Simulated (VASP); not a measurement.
# I (Cmcm) in VASP: single point with LDA

Aim: the single point of I with LDA.

Program: VASP 6.6.1. These are calculated values, not measurements. Logs are shortened: lines on timing, memory, paths and dates and some standing lists are left out, and cuts for length are marked.

## Step 1: The cell of the first run

The structure is orthorhombic, space group Cmcm (No. 63). The conventional cell has a = 5.025 Å, b = 8.510 Å, c = 8.677 Å, α = 90.00°, β = 90.00°, γ = 90.00°.

## Step 2: Single point, LDA

Contents of INCAR:

```
PREC = Accurate ; ENCUT = 520
EDIFF = 1E-6 ; ISMEAR = -1
SIGMA = 0.15 ; LREAL = F
LASPH = T ; NELM = 100
ALGO = Normal ; ISIF = 2
LWAVE = F ; LCHARG = T
LELF = T ; LVHAR = T
NBANDS = 14
```

Contents of KPOINTS:

```
regular mesh
0
Gamma
  5 5 3
```

Contents of POSCAR:

```
I
1.0
    2.5126600000     -4.2552270000      0.0000000000
    2.5126600000      4.2552270000      0.0000000000
    0.0000000000      0.0000000000      8.6765890000
I
2
Direct
    0.8402300000      0.1597700000      0.2500000000
    0.1597700000      0.8402300000      0.7500000000
```

Potentials or basis: VASP PAW LDA potentials, release 64 (I).

On the command line:

```console
$ cat potpaw_LDA.64/I/POTCAR > POTCAR
$ mpirun -np 1 vasp_std > vasp.out
```

OUTCAR:

```text
PREC = Accurate
   ENCUT = 520
   EDIFF = 1E-6
   ISMEAR = -1
   LREAL = F
   LASPH = T
   NELM = 100
   ISIF = 2

 ion  position               nearest neighbor table
   1  0.840  0.160  0.250-
   2  0.160  0.840  0.750-

  LATTYP: Found a base centered orthorhombic cell.
 ALAT       =     5.0253200000
 B/A-ratio  =     1.6935148408
 C/A-ratio  =     1.7265744271

  Lattice vectors:

 A1 = (   2.5126600000,  -4.2552270000,   0.0000000000)
 A2 = (   2.5126600000,   4.2552270000,   0.0000000000)
 A3 = (   0.0000000000,   0.0000000000,   8.6765890000)

Analysis of symmetry for initial positions (statically):
=====================================================================
 Subroutine PRICEL returns:
 Original cell was already a primitive cell.

 Routine SETGRP: Setting up the symmetry group for a
 base centered orthorhombic supercell.

 Subroutine GETGRP returns: Found  8 space group operations
 (whereof  4 operations were pure point group operations)
 out of a pool of  8 trial point group operations.

The static configuration has the point symmetry C_2h.
 The point group associated with its full space group is D_2h.

Analysis of symmetry for dynamics (positions and initial velocities):
=====================================================================
 Subroutine PRICEL returns:
 Original cell was already a primitive cell.

 Routine SETGRP: Setting up the symmetry group for a
 base centered orthorhombic supercell.

 Subroutine GETGRP returns: Found  8 space group operations
 (whereof  4 operations were pure point group operations)
 out of a pool of  8 trial point group operations.

The dynamic configuration has the point symmetry C_2h.
 The point group associated with its full space group is D_2h.

 Subroutine INISYM returns: Found  8 space group operations
 (whereof  4 operations are pure point group operations),
 and found     1 'primitive' translations

----------------------------------------------------------------------------------------

                                     Primitive cell

  volume of cell :     185.5391

  direct lattice vectors                    reciprocal lattice vectors
     2.512660000 -4.255227000  0.000000000     0.198992303 -0.117502545  0.000000000
     2.512660000  4.255227000  0.000000000     0.198992303  0.117502545  0.000000000
     0.000000000  0.000000000  8.676589000     0.000000000  0.000000000  0.115252664

  length of vectors
     4.941701842  4.941701842  8.676589000     0.231094752  0.231094752  0.115252664

  position of ions in fractional coordinates (direct lattice)
     0.840230000  0.159770000  0.250000000
     0.159770000  0.840230000  0.750000000

  ion indices of the primitive-cell ions
   primitive index   ion index
                 1           1
                 2           2

----------------------------------------------------------------------------------------

 KPOINTS: regular mesh

Automatic generation of k-mesh.
 Grid dimensions read from file:
 generate k-points for:    5    5    3

 Generating k-lattice:

  Cartesian coordinates                     Fractional coordinates (reciprocal lattice)
     0.039798461 -0.023500509  0.000000000     0.200000000  0.000000000  0.000000000
     0.039798461  0.023500509  0.000000000     0.000000000  0.200000000  0.000000000
     0.000000000  0.000000000  0.038417555     0.000000000  0.000000000  0.333333333

  Length of vectors
     0.046218950  0.046218950  0.038417555

  Shift w.r.t. Gamma in fractional coordinates (k-lattice)
     0.000000000  0.000000000  0.000000000

 Subroutine IBZKPT returns following result:
 ===========================================

 Found     18 irreducible k-points:

 Following reciprocal coordinates:
            Coordinates               Weight
  0.000000  0.000000  0.000000      1.000000
  0.200000 -0.000000  0.000000      4.000000
  0.400000 -0.000000  0.000000      4.000000
  0.200000  0.200000  0.000000      2.000000
  0.400000  0.200000  0.000000      4.000000
 -0.400000  0.200000  0.000000      4.000000
[... 10 lines left out ...]
  0.400000  0.400000  0.333333      4.000000
 -0.400000  0.400000  0.333333      4.000000
   k-points           NKPTS =     18   k-points in BZ     NKDIM =     18   number of bands    NBANDS=     14
   number of dos      NEDOS =    301   number of ions     NIONS =      2
   total plane-waves  NPLWV = 112000
   dimension x,y,z NGX =    40 NGY =   40 NGZ =   70
   dimension x,y,z NGXF=    80 NGYF=   80 NGZF=  140
   ions per type =               2
   NGX,Y,Z   is equivalent  to a cutoff of  13.46, 13.46, 13.41 a.u.
   NGXF,Y,Z  is equivalent  to a cutoff of  26.91, 26.91, 26.82 a.u.
 SYSTEM =  unknown system
   PREC   = accura    normal or accurate (medium, high low for compatibility)
   ISTART =      0    job   : 0-new  1-cont  2-samecut
   ICHARG =      2    charge: 1-file 2-atom 10-const
   ISPIN  =      1    spin polarized calculation?
   LNONCOLLINEAR =      F non collinear calculations
   LSORBIT =      F    spin-orbit coupling
   LASPH  =      T    aspherical Exc in radial PAW
   ENCUT  =  520.0 eV  38.22 Ry    6.18 a.u.   9.19  9.19 16.13*2*pi/ulx,y,z
   NELM   =    100;   NELMIN=  2; NELMDL= -5     # of ELM steps
   EDIFF  = 0.1E-05   stopping-criterion for ELM
   LREAL  =      F    real-space projection
   EDIFFG = 0.1E-04   stopping-criterion for IOM
   NSW    =      0    number of steps for IOM
   IBRION =     -1    ionic relax: 0-MD 1-quasi-New 2-CG
   NFREE  =      0    steps in history (QN), initial steepest desc. (CG)
   ISIF   =      2    stress and relaxation
   ISYM   =      2    0-nonsym 1-usesym 2-fastsym
   POTIM  = 0.5000    time-step for ionic-motion
   TEBEG  =    0.0;   TEEND  =   0.0 temperature during run
   PSTRESS=    0.0 pullay stress
   NELECT =      14.0000    total number of electrons
   NUPDOWN=      -1.0000    fix difference up-down
   EMIN   =  10.00;   EMAX   =-10.00  energy-range for DOS
   EFERMI =   0.00;   METHOD = LEGACY
   ISMEAR =    -1;   SIGMA  =   0.15  broadening in eV -4-tet -1-fermi 0-gaus
   EFERMI_NEDOS =   21; number of points for ismear=-14 and -15
   IALGO  =     38    algorithm
   IMIX   =      4    mixing-type and parameters
     AMIX     =   0.40;   BMIX     =  1.00
     AMIX_MAG =   1.60;   BMIX_MAG =  1.00
  volume/ion in A,a.u.               =      92.77       626.04
  Fermi-wavevector in a.u.,A,eV,Ry     =   0.691787  1.307288  6.511329  0.478569
  Thomas-Fermi vector in A             =   1.773536
   LORBIT       =      0    0 simple, 1 ext, 2 COOP (PROOUT), +10 PAW based schemes
   GGA     = CA    functional components
   LHFCALC =     F    Hartree Fock is set to
   AEXX    =    0.0000 exact exchange contribution
   IVDW    =     0    specifies the selected vdW correction
   LEPSILON=     F    determine dielectric tensor
   LRPA    =     F    only Hartree local field effects (RPA)
 non-spin polarized calculation
  energy-cutoff  :      520.00
  volume of cell :      185.54
 maximum number of plane-waves:      5015
 NGX is ok and might be reduce to    40
   NGX = 19   NGY = 19   NGZ = 33

 number of electron      13.9999999 magnetization

 Free energy of the ion-electron system (eV)
  ---------------------------------------------------
  ext. energy  EPLUGINS =         0.00000000
  ---------------------------------------------------
  free energy    TOTEN  =        -1.23717798 eV

  energy without entropy =       -0.57832192  energy(sigma->0) =       -0.90774995

 E-fermi :  -3.1609     XC(G=0):  -5.6258

 val. band max:       -3.1723748778   @ k =   0.0000   0.0000   0.3333
 cond. band min:      -3.1580932874   @ k =   0.0000   0.0000   0.3333
 fundamental gap:      0.0142815903
 Fermi energy:        -3.1609430729

 k-point     1 :       0.0000    0.0000    0.0000
  band No.  band energies     occupation
      1     -13.9504      2.00000
      2     -13.8933      2.00000
      3      -3.9617      1.99044
      4      -3.1976      1.12169
      5      -3.1874      1.08813
      6      -3.1787      1.05902
      7      -3.1266      0.88614
      8      -3.0970      0.78990
      9       1.7322      0.00000
     10       3.2729      0.00000
     11       5.0734      0.00000
     12       5.5811      0.00000
     13       5.9288      0.00000
     14       6.0847      0.00000

 k-point     2 :       0.2000   -0.0000    0.0000
  band No.  band energies     occupation
      1     -13.9251      2.00000
      2     -13.8770      2.00000
      3      -3.8617      1.98146
      4      -3.4820      1.78953
      5      -3.4079      1.67674
      6      -3.2530      1.29751
      7      -3.2158      1.18079
      8      -3.1484      0.95806
      9       2.3424      0.00000
     10       3.8884      0.00000
     11       4.6204      0.00000
     12       5.1130      0.00000
     13       5.5550      0.00000
     14       6.0588      0.00000

 k-point     3 :       0.4000   -0.0000    0.0000
  band No.  band energies     occupation
      1     -13.8805      2.00000
      2     -13.8531      2.00000
      3      -3.9044      1.98602
      4      -3.7874      1.96975
      5      -3.6498      1.92601
      6      -3.3577      1.57554
      7      -3.2904      1.40658
      8      -3.2225      1.20238
      9       3.3481      0.00000
     10       3.9329      0.00000
     11       3.9462      0.00000
     12       4.9701      0.00000
     13       5.4452      0.00000
     14       5.7767      0.00000
[... 222 lines left out ...]
 k-point    17 :       0.4000    0.4000    0.3333
  band No.  band energies     occupation
      1     -13.8533      2.00000
      2     -13.8508      2.00000
      3      -3.9096      1.98650
      4      -3.8668      1.98207
      5      -3.5790      1.88396
      6      -3.5041      1.81576
      7      -3.3648      1.59123
      8      -3.3276      1.50461
      9       3.7331      0.00000
     10       4.0202      0.00000
     11       4.6186      0.00000
     12       4.7219      0.00000
     13       5.0615      0.00000
     14       5.3916      0.00000

 k-point    18 :      -0.4000    0.4000    0.3333
  band No.  band energies     occupation
      1     -13.8670      2.00000
      2     -13.8566      2.00000
      3      -3.9380      1.98881
      4      -3.8877      1.98438
      5      -3.4649      1.76702
      6      -3.3627      1.58669
      7      -3.3303      1.51139
      8      -3.2939      1.41627
      9       3.3051      0.00000
     10       3.6267      0.00000
     11       4.4767      0.00000
     12       4.7394      0.00000
     13       5.5478      0.00000
     14       5.6488      0.00000

------------------------ aborting loop because EDIFF is reached ----------------------------------------

  FORCE on cell =-STRESS in cart. coord.  units (eV):
  Direction    XX          YY          ZZ          XY          YZ          ZX
  --------------------------------------------------------------------------------------
  -------------------------------------------------------------------------------------
  Total       -1.3788560     -1.5405483     -1.0395372      0.0000000     -0.0000000      0.0000000
  in kB      -11.9067716    -13.3030254     -8.9766675      0.0000000     -0.0000000      0.0000000
  external PRESSURE =     -11.3954882 kB  Pullay stress =       0.0000000 kB

 VOLUME and BASIS-vectors are now :
 -----------------------------------------------------------------------------
  energy-cutoff  :      520.00
  volume of cell :      185.54
      direct lattice vectors                 reciprocal lattice vectors
     2.512660000 -4.255227000  0.000000000     0.198992303 -0.117502545  0.000000000
     2.512660000  4.255227000  0.000000000     0.198992303  0.117502545  0.000000000
     0.000000000  0.000000000  8.676589000     0.000000000  0.000000000  0.115252664

 POSITION                                       TOTAL-FORCE (eV/Angst)
 -----------------------------------------------------------------------------------
      2.51266     -2.89551      2.16915         0.000000     -0.011830      0.000000
      2.51266      2.89551      6.50744         0.000000      0.011830     -0.000000
 -----------------------------------------------------------------------------------
    total drift:                               -0.000000     -0.000000      0.000000

  FREE ENERGIE OF THE ION-ELECTRON SYSTEM (eV)
  ---------------------------------------------------
  free  energy   TOTEN  =        -1.2371779763 eV

  energy  without entropy=       -0.5783219182  energy(sigma->0) =       -0.90774995
```

Run time: 2.4 min. Hardware: 1 thread of AMD EPYC, shared host; peak memory 0.22 GiB.

Results:

| Quantity | Value |
| --- | --- |
| Free energy | -1.2372 eV |
| Pressure | -1.1 GPa |
| Largest force | 0.012 eV/Å |
| Band gap on the k mesh | zero (bands 7 and 8 overlap by 0.28 eV) |

Forces in eV/Å, atoms in the order of the input:
```
I    0.000 -0.012  0.000
I    0.000  0.012  0.000
```

Levels at points of the mesh, in eV from the Fermi level:
```
           k point  band 5  band 6  band 7  band 8  band 9  band 10  band 11  band 12
(0.00, 0.00, 0.00)   -0.03   -0.02    0.03    0.06    4.89     6.43     8.23     8.74
```

Caveat: spin-orbit coupling is left out, which moves the levels of the heavy elements.
